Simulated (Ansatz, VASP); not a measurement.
# One calculation of Cs2GaAg, two programs

```
Cs Ga Ag
1.0
     6.65326    0.00000    0.00000
    -3.32663    5.76189    0.00000
     0.00000    0.00000    4.95525
Cs Ga Ag
2 1 1
Direct
  0.66667 0.33333 0.73657
  0.33333 0.66667 0.26343
  0.00000 0.00000 0.00000
  0.00000 0.00000 0.50000
```

Change from the starting cell: species swapped into the TmAgTe2 type (P-3m1, No. 164).

Alike in both runs: functional PBE; k mesh 3 × 3 × 4; occupations gaussian, width 0.1 eV; no spin polarisation.

Ansatz relaxed the structure, and its values are those at the end. VASP's run is a single point on that final structure, the one shown.

|  | VASP | Ansatz |
| --- | --- | --- |
| version | VASP 6.6.1 | Ansatz 0.2.0 |
| potentials or method | VASP PAW PBE potentials, release 64 (Cs_sv, Ga_d, Ag), cutoff 520 eV | scalar-relativistic, plane waves, PAW |
| valence electrons in the cell | 42 | 50 |

```tsv
	VASP	Ansatz	Ansatz less VASP
gap on the k mesh at the Fermi level (eV)	none	none	-
pressure (GPa)	0.1	0.1	-0.02
```

A gap of «none» marks a metal or a gap that the smearing closes. VASP's potentials hold 42 valence electrons a cell and Ansatz's 50, so a difference there can come from the potentials and not from the codes.

The k mesh is coarse, so the values compare programs but aren't converged. Neither program's run includes spin-orbit coupling.
